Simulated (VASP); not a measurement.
# MgS (Fm-3m) in VASP: settings compared

The runs below take MgS through single point, with PBEsol-based screened hybrid with 25 % exact exchange, PBEsol-based global hybrid with 25 % exact exchange, B3LYP, HSE06.

Everything below comes from runs of VASP 6.6.1. Logs are shortened: lines on timing, memory, paths and dates and some standing lists are left out, and cuts for length are marked.

### 1 The cell of the first run

It takes space group Fm-3m (No. 225, cubic). The conventional cell has a = 5.166 Å, b = 5.166 Å, c = 5.166 Å, α = 90.00°, β = 90.00°, γ = 90.00°. Within 3.4 Å of S (site symmetry m-3m) lie 6 Mg at 2.58 Å. Mg (site symmetry m-3m) has 6 S at 2.58 Å within 3.4 Å.

### 2 Single point, PBEsol-based screened hybrid with 25 % exact exchange

POSCAR reads:

```
MgS
1.0
    0.0000000000      2.5831834833      2.5831834833
    2.5831834833      0.0000000000      2.5831834833
    2.5831834833      2.5831834833      0.0000000000
S Mg
1 1
Direct
    0.5000000000      0.5000000000      0.5000000000
    0.0000000000      0.0000000000      0.0000000000
```

INCAR.step1 reads:

```
  PREC = Accurate
  ENCUT = 520
  EDIFF = 1E-5
  ISMEAR = -1
  SIGMA = 0.05
  LREAL = F
  LASPH = T
  NELM = 80
  ALGO = Normal
  ISIF = 2
  LWAVE = T
  LCHARG = F
  GGA = PE
  NBANDS = 11
```

INCAR.step2 reads:

```
  PREC = Accurate
  ENCUT = 520
  EDIFF = 1E-6
  ISMEAR = -1
  SIGMA = 0.05
  LREAL = F
  LASPH = T
  NELM = 80
  ALGO = Normal
  ISIF = 2
  LWAVE = F
  LCHARG = F
  GGA = PS
  LHFCALC = T
  AEXX = 0.25
  HFSCREEN = 0.207
  PRECFOCK = Normal
  ISTART = 1
  NBANDS = 11
```

KPOINTS reads:

```
regular mesh
0
Gamma
  5 5 5
```

Potentials or basis: VASP PAW PBE potentials, release 64 (S, Mg).

Launch:

```sh
cat potpaw_PBE.64/S/POTCAR potpaw_PBE.64/Mg/POTCAR > POTCAR
cp INCAR.step1 INCAR
mpirun -np 1 vasp_std > vasp.out
cp INCAR.step2 INCAR
mpirun -np 1 vasp_std > vasp.out
```

OUTCAR:

```text
PREC = Accurate
   ENCUT = 520
   EDIFF = 1E-6
   ISMEAR = -1
   LREAL = F
   LASPH = T
   NELM = 80
   ISIF = 2
   GGA = PS
   LHFCALC = T
   AEXX = 0.25
   HFSCREEN = 0.207
   PRECFOCK = Normal
   ISTART = 1

 ion  position               nearest neighbor table
   1  0.500  0.500  0.500-   2 2.58   2 2.58   2 2.58   2 2.58   2 2.58   2 2.58
   2  0.000  0.000  0.000-   1 2.58   1 2.58   1 2.58   1 2.58   1 2.58   1 2.58

  LATTYP: Found a face centered cubic cell.
 ALAT       =     5.1663669666

  Lattice vectors:

 A1 = (   0.0000000000,   2.5831834833,   2.5831834833)
 A2 = (   2.5831834833,   0.0000000000,   2.5831834833)
 A3 = (   2.5831834833,   2.5831834833,   0.0000000000)

Analysis of symmetry for initial positions (statically):
=====================================================================
 Subroutine PRICEL returns:
 Original cell was already a primitive cell.

 Routine SETGRP: Setting up the symmetry group for a
 face centered cubic supercell.

 Subroutine GETGRP returns: Found 48 space group operations
 (whereof 48 operations were pure point group operations)
 out of a pool of 48 trial point group operations.

The static configuration has the point symmetry O_h .

Analysis of symmetry for dynamics (positions and initial velocities):
=====================================================================
 Subroutine PRICEL returns:
 Original cell was already a primitive cell.

 Routine SETGRP: Setting up the symmetry group for a
 face centered cubic supercell.

 Subroutine GETGRP returns: Found 48 space group operations
 (whereof 48 operations were pure point group operations)
 out of a pool of 48 trial point group operations.

The dynamic configuration has the point symmetry O_h .

 Subroutine INISYM returns: Found 48 space group operations
 (whereof 48 operations are pure point group operations),
 and found     1 'primitive' translations

----------------------------------------------------------------------------------------

                                     Primitive cell

  volume of cell :      34.4743

  direct lattice vectors                    reciprocal lattice vectors
     0.000000000  2.583183483  2.583183483    -0.193559615  0.193559615  0.193559615
     2.583183483  0.000000000  2.583183483     0.193559615 -0.193559615  0.193559615
     2.583183483  2.583183483  0.000000000     0.193559615  0.193559615 -0.193559615

  length of vectors
     3.653173116  3.653173116  3.653173116     0.335255087  0.335255087  0.335255087

  position of ions in fractional coordinates (direct lattice)
     0.500000000  0.500000000  0.500000000
     0.000000000  0.000000000  0.000000000

  ion indices of the primitive-cell ions
   primitive index   ion index
                 1           1
                 2           2

----------------------------------------------------------------------------------------

 KPOINTS: regular mesh

Automatic generation of k-mesh.
 Grid dimensions read from file:
 generate k-points for:    5    5    5

 Generating k-lattice:

  Cartesian coordinates                     Fractional coordinates (reciprocal lattice)
    -0.038711923  0.038711923  0.038711923     0.200000000  0.000000000  0.000000000
     0.038711923 -0.038711923  0.038711923     0.000000000  0.200000000  0.000000000
     0.038711923  0.038711923 -0.038711923     0.000000000  0.000000000  0.200000000

  Length of vectors
     0.067051017  0.067051017  0.067051017

  Shift w.r.t. Gamma in fractional coordinates (k-lattice)
     0.000000000  0.000000000  0.000000000

 Subroutine IBZKPT returns following result:
 ===========================================

 Found     10 irreducible k-points:

 Following reciprocal coordinates:
            Coordinates               Weight
  0.000000  0.000000  0.000000      1.000000
  0.200000  0.000000  0.000000      8.000000
  0.400000  0.000000  0.000000      8.000000
  0.200000  0.200000  0.000000      6.000000
  0.400000  0.200000  0.000000     24.000000
 -0.400000  0.200000  0.000000     24.000000
 -0.200000  0.200000  0.000000     12.000000
  0.400000  0.400000  0.000000      6.000000
 -0.400000  0.400000  0.000000     12.000000
 -0.400000  0.400000  0.200000     24.000000
   k-points           NKPTS =     10   k-points in BZ     NKDIM =    125   number of bands    NBANDS=     11
   number of dos      NEDOS =    301   number of ions     NIONS =      2
   total plane-waves  NPLWV =  21952
   dimension x,y,z NGX =    28 NGY =   28 NGZ =   28
   dimension x,y,z NGXF=    56 NGYF=   56 NGZF=   56
   ions per type =               1   1
   NGX,Y,Z   is equivalent  to a cutoff of  12.74, 12.74, 12.74 a.u.
   NGXF,Y,Z  is equivalent  to a cutoff of  25.48, 25.48, 25.48 a.u.
 SYSTEM =  unknown system
   PREC   = accura    normal or accurate (medium, high low for compatibility)
   ISTART =      1    job   : 0-new  1-cont  2-samecut
   ICHARG =      0    charge: 1-file 2-atom 10-const
   ISPIN  =      1    spin polarized calculation?
   LNONCOLLINEAR =      F non collinear calculations
   LSORBIT =      F    spin-orbit coupling
   LASPH  =      T    aspherical Exc in radial PAW
   ENCUT  =  520.0 eV  38.22 Ry    6.18 a.u.   6.79  6.79  6.79*2*pi/ulx,y,z
   NELM   =     80;   NELMIN=  2; NELMDL=  0     # of ELM steps
   EDIFF  = 0.1E-05   stopping-criterion for ELM
   LREAL  =      F    real-space projection
   EDIFFG = 0.1E-04   stopping-criterion for IOM
   NSW    =      0    number of steps for IOM
   IBRION =     -1    ionic relax: 0-MD 1-quasi-New 2-CG
   NFREE  =      0    steps in history (QN), initial steepest desc. (CG)
   ISIF   =      2    stress and relaxation
   ISYM   =      3    0-nonsym 1-usesym 2-fastsym
   POTIM  = 0.5000    time-step for ionic-motion
   TEBEG  =    0.0;   TEEND  =   0.0 temperature during run
   PSTRESS=    0.0 pullay stress
   NELECT =       8.0000    total number of electrons
   NUPDOWN=      -1.0000    fix difference up-down
   EMIN   =  10.00;   EMAX   =-10.00  energy-range for DOS
   EFERMI =   0.00;   METHOD = LEGACY
   ISMEAR =    -1;   SIGMA  =   0.05  broadening in eV -4-tet -1-fermi 0-gaus
   EFERMI_NEDOS =   21; number of points for ismear=-14 and -15
   IALGO  =     38    algorithm
   IMIX   =      1    mixing-type and parameters
     AMIX     =   0.40;   BMIX     =  1.00
     AMIX_MAG =   1.60;   BMIX_MAG =  1.00
  volume/ion in A,a.u.               =      17.24       116.32
  Fermi-wavevector in a.u.,A,eV,Ry     =   1.006019  1.901100 13.770109  1.012074
  Thomas-Fermi vector in A             =   2.138735
   LORBIT       =      0    0 simple, 1 ext, 2 COOP (PROOUT), +10 PAW based schemes
   GGA     = PS    functional components
   LHFCALC =     T    Hartree Fock is set to
   PRECFOCK=normal    Normal, Fast or Accurate (Low or Medium for compatibility)
   ENCUT4O =  -1.0   cutoff for four orbital integrals eV
   NKREDX  =     1    reduce k-point grid by
   NKREDY  =     1    reduce k-point grid by
   NKREDZ  =     1    reduce k-point grid by
   AEXX    =    0.2500 exact exchange contribution
   HFSCREEN=    0.2070 screening length (either q_TF or 0.3 A-1)
   HFSCREENC=   0.2070 screening length for correlation (either q_TF or 0.3 A-1)
   ENCUTFOCK=  -1.0 apply spherical cutoff to Coloumb kernel
   IVDW    =     0    specifies the selected vdW correction
   LEPSILON=     F    determine dielectric tensor
   LRPA    =     F    only Hartree local field effects (RPA)
 non-spin polarized calculation
  energy-cutoff  :      520.00
  volume of cell :       34.47
 maximum number of plane-waves:       941
  NGX = 24; NGY = 24; NGZ = 24

 number of electron       7.9999999 magnetization

 Free energy of the ion-electron system (eV)
  ---------------------------------------------------
  ext. energy  EPLUGINS =         0.00000000
  ---------------------------------------------------
  free energy    TOTEN  =       -10.28626255 eV

  energy without entropy =      -10.28626255  energy(sigma->0) =      -10.28626255

 E-fermi :   4.2305     XC(G=0):  -8.2080

 val. band max:        3.2254995590   @ k =   0.0000   0.0000   0.0000
 cond. band min:       7.4152556116   @ k =   0.4000   0.4000   0.0000
 fundamental gap:      4.1897560526
 Fermi energy:         4.2305116671

 k-point     1 :       0.0000    0.0000    0.0000
  band No.  band energies     occupation
      1     -10.8826      2.00000
      2       3.2255      2.00000
      3       3.2255      2.00000
      4       3.2255      2.00000
      5       8.1196      0.00000
      6      12.2588      0.00000
      7      12.2588      0.00000
      8      12.2588      0.00000
      9      14.9208      0.00000
     10      14.9208      0.00000
     11      16.8698      0.00000

 k-point     2 :       0.2000    0.0000    0.0000
  band No.  band energies     occupation
      1     -10.4572      2.00000
      2       0.9111      2.00000
      3       2.9633      2.00000
      4       2.9633      2.00000
      5       9.2937      0.00000
      6      12.2599      0.00000
      7      12.4871      0.00000
      8      12.4871      0.00000
      9      14.3130      0.00000
     10      14.3130      0.00000
     11      16.8948      0.00000

 k-point     3 :       0.4000    0.0000    0.0000
  band No.  band energies     occupation
      1      -9.5705      2.00000
      2      -1.7747      2.00000
      3       2.6027      2.00000
      4       2.6027      2.00000
      5       8.8263      0.00000
      6      11.4222      0.00000
      7      11.4222      0.00000
      8      14.8489      0.00000
      9      16.2315      0.00000
     10      17.4235      0.00000
     11      17.4235      0.00000
[... 71 lines left out ...]
 k-point     9 :      -0.4000    0.4000    0.0000
  band No.  band energies     occupation
      1      -8.9291      2.00000
      2      -1.1688      2.00000
      3       0.0580      2.00000
      4       1.5500      2.00000
      5       7.8258      0.00000
      6      10.1900      0.00000
      7      14.9400      0.00000
      8      15.3050      0.00000
      9      17.0509      0.00000
     10      18.9559      0.00000
     11      21.6996      0.00000

 k-point    10 :      -0.4000    0.4000    0.2000
  band No.  band energies     occupation
      1      -9.0439      2.00000
      2      -0.9734      2.00000
      3       0.1668      2.00000
      4       1.2523      2.00000
      5       9.5079      0.00000
      6      11.2789      0.00000
      7      11.9319      0.00000
      8      14.5099      0.00000
      9      17.5933      0.00000
     10      18.4614      0.00000
     11      21.5060      0.00000

------------------------ aborting loop because EDIFF is reached ----------------------------------------

  FORCE on cell =-STRESS in cart. coord.  units (eV):
  Direction    XX          YY          ZZ          XY          YZ          ZX
  --------------------------------------------------------------------------------------
  -------------------------------------------------------------------------------------
  Total       -0.0588697     -0.0588697     -0.0588697     -0.0000000     -0.0000000     -0.0000000
  in kB       -2.7359407     -2.7359407     -2.7359407     -0.0000000     -0.0000000     -0.0000000
  external PRESSURE =      -2.7359407 kB  Pullay stress =       0.0000000 kB

 VOLUME and BASIS-vectors are now :
 -----------------------------------------------------------------------------
  energy-cutoff  :      520.00
  volume of cell :       34.47
      direct lattice vectors                 reciprocal lattice vectors
     0.000000000  2.583183483  2.583183483    -0.193559615  0.193559615  0.193559615
     2.583183483  0.000000000  2.583183483     0.193559615 -0.193559615  0.193559615
     2.583183483  2.583183483  0.000000000     0.193559615  0.193559615 -0.193559615

 POSITION                                       TOTAL-FORCE (eV/Angst)
 -----------------------------------------------------------------------------------
      2.58318      2.58318      2.58318         0.000000     -0.000000      0.000000
      0.00000      0.00000      0.00000        -0.000000      0.000000     -0.000000
 -----------------------------------------------------------------------------------
    total drift:                               -0.000000     -0.000000      0.000000

  FREE ENERGIE OF THE ION-ELECTRON SYSTEM (eV)
  ---------------------------------------------------
  free  energy   TOTEN  =       -10.2862625499 eV

  energy  without entropy=      -10.2862625498  energy(sigma->0) =      -10.28626255
```

Wall time 9.7 min (1 thread of AMD EPYC 7R43 (Zen 3), shared host); peak memory 0.24 GiB.

What came out:

| Item | Value |
| --- | --- |
| Free energy | -10.2863 eV |
| Pressure | -0.3 GPa |
| Band gap on the k mesh | 4.19 eV (least direct gap 4.89 eV) |

Levels at points of the mesh, in eV from the valence-band top:
```tsv
k point	band 1	band 2	band 3	band 4	band 5	band 6	band 7	band 8	band 9
(0.00, 0.00, 0.00)	-14.11	0.00	0.00	0.00	4.89	9.03	9.03	9.03	11.70
```

Caveat: the k points lie up to 0.42 Å⁻¹ apart; the PAW data sets were made with another functional, which shifts forces and pressure a little; an odd mesh through Γ misses points on the zone boundary, where band edges can lie.

(Part 1 of 2 ends here.)
